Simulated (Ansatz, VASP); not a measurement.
# NbSb in VASP and in Ansatz

The input INCAR:

```
SYSTEM = NbSb
PREC = Accurate
ENCUT = 520
EDIFF = 1E-7
ISMEAR = -1
SIGMA = 0.05
LREAL = .FALSE.
LASPH = .TRUE.
NELM = 100
ALGO = Normal
ISIF = 2
LWAVE = .FALSE.
LCHARG = .TRUE.
GGA = PE
LELF = .TRUE.
LVHAR = .TRUE.
NBANDS = 16
```

File KPOINTS:

```
Automatic mesh
0
G
  11 11 10
  0 0 0
```

POSCAR

```
NbSb
1.0
    3.6311260875      0.0000000000      0.0000000000
   -1.8155630438      3.1446474361      0.0000000000
    0.0000000000      0.0000000000      3.8509341332
Nb Sb
1 1
Direct
    0.0000000000      0.0000000000      0.0000000000
    0.3333333333      0.6666666667      0.5000000000
```

Input for Ansatz:

```yaml
crystal:
  lattice:
    - [3.6311260875, 0.0, 0.0]
    - [-1.8155630438, 3.1446474361, 0.0]
    - [0.0, 0.0, 3.8509341332]
  atoms:
    - { symbol: Nb, position: [0.0, 0.0, 0.0] }
    - { symbol: Sb, position: [0.3333333333, 0.6666666667, 0.5] }
kpoints:
  mp_grid: { grid: [11, 11, 10] }
scf:
  occupations: { method: fermi_dirac, width: 0.05 }
hamiltonian:
  xc: pbe
  pseudopotentials: { kind: all_electron, lapw: { basis_error: 0.00025 } }
output:
  forces: true
  stress: true
  eigenvalues: true
```

Change from the starting cell: volume scaled by 1.03.

Alike in both runs: task single point; functional PBE; k mesh 11 × 11 × 10; occupations fermi-dirac, width 0.05 eV; no spin polarisation.

```csv
,VASP,Ansatz
version,VASP 6.6.1,Ansatz 0.2.0
potentials or method,"VASP PAW PBE potentials, release 64 (Nb_sv, Sb), cutoff 520 eV","all-electron LAPW, scalar-relativistic"
```

|  | VASP | Ansatz | Ansatz less VASP |
| --- | --- | --- | --- |
| pressure (GPa) | -3.8 | -3.6 | +0.20 |
| traceless stress, the component that is largest in VASP (GPa) | -0.79 | -0.78 | +0.007 |

Ansatz ran all-electron here, and VASP with PAW potentials.

Neither program's run includes spin-orbit coupling.
